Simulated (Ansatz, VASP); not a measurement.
# NaW in VASP and in Ansatz

INCAR

```
ALGO = Normal
EDIFF = 1E-7
ENCUT = 520
GGA = PE
ISIF = 2
ISMEAR = 0
LASPH = True
LCHARG = True
LELF = True
LREAL = False
LVHAR = True
LWAVE = False
NBANDS = 18
NELM = 60
PREC = Accurate
SIGMA = 0.1
```

Contents of KPOINTS:

```
k-points
0
Gamma
  6 6 4
```

POSCAR

```
NaW
1.0
    2.6681049000      0.0000000000      0.0000000000
   -1.3340524500      2.3106466200      0.0000000000
    0.0000000000      0.0000000000      6.7170709700
Na W
1 1
Direct
    0.0000000000      0.0000000000      0.5000000000
    0.0000000000      0.0000000000      0.0000000000
```

Input for Ansatz:

```yaml
crystal:
  lattice:
    - [2.6681049, 0.0, 0.0]
    - [-1.33405245, 2.31064662, 0.0]
    - [0.0, 0.0, 6.71707097]
  atoms:
    - { symbol: Na, position: [0.0, 0.0, 0.5] }
    - { symbol: W, position: [0.0, 0.0, 0.0] }
basis:
  ecutwfc: 420
kpoints:
  mp_grid: { grid: [6, 6, 4] }
hamiltonian:
  xc: pbe
scf:
  occupations: { method: gaussian, width: 0.1 }
  lower_state_search: "off"
output:
  forces: true
  stress: true
  eigenvalues: true
```

Alike in both runs: task single point; functional PBE; k mesh 6 × 6 × 4; occupations gaussian, width 0.1 eV; no spin polarisation.

|  | VASP | Ansatz |
| --- | --- | --- |
| version | VASP 6.6.1 | Ansatz 0.2.0 |
| potentials or method | VASP PAW PBE potentials, release 64 (Na_pv, W_sv), cutoff 520 eV | scalar-relativistic, plane waves, PAW |
| valence electrons in the cell | 21 | 23 |

Ansatz gave:

- gap on the k mesh at the Fermi level (eV): none
- pressure (GPa): 4.4
- traceless stress, the component that is largest in VASP (GPa): -20.10

Task: What did VASP give for the same quantities?

Result: gap on the k mesh at the Fermi level (eV): none; pressure (GPa): 4.6; traceless stress, the component that is largest in VASP (GPa): -20.35.

A gap of «none» marks a metal or a gap that the smearing closes. With one functional, cell and mesh, what is left measures potentials, basis and numerics. VASP's potentials hold 21 valence electrons a cell and Ansatz's 23, so a difference there can come from the potentials and not from the codes.

The k mesh is coarse, so the values compare programs but aren't converged. Neither program's run includes spin-orbit coupling.
